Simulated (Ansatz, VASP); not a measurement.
**CuRu2 in VASP and in Ansatz**

```
Cu Ru
1.0
     4.28941    0.00000    0.00000
    -2.14470    3.71474    0.00000
     0.00000    0.00000    2.59211
Cu Ru
1 2
Direct
  0.00000 0.00000 0.00000
  0.33333 0.66667 0.50000
  0.66667 0.33333 0.50000
```

Change from the starting cell: species swapped into the ScB2 type (P6/mmm, No. 191).

Alike in both runs: task relaxation of cell and atoms; functional PBE; k mesh 12 × 12 × 18; occupations gaussian, width 0.1 eV; no spin polarisation.

```csv
,VASP,Ansatz
version,VASP 6.6.1,Ansatz 0.2.0
potentials or method,"VASP PAW PBE potentials, release 64 (Cu, Ru_pv), cutoff 600 eV","scalar-relativistic, plane waves, PAW"
valence electrons in the cell,39,51
```

Ansatz gave:

- gap on the k mesh at the Fermi level, each at its own relaxed structure (eV): none
- relaxed volume (Å³/atom): 13.77
- relaxed length of the cell vector where the two differ most in proportion (Å): 4.296

Which values does VASP return?

gap on the k mesh at the Fermi level, each at its own relaxed structure (eV): none; relaxed volume (Å³/atom): 13.77; relaxed length of the cell vector where the two differ most in proportion (Å): 4.298.

A gap of «none» marks a metal or a gap that the smearing closes. VASP's potentials hold 39 valence electrons a cell and Ansatz's 51, so a difference there can come from the potentials and not from the codes.
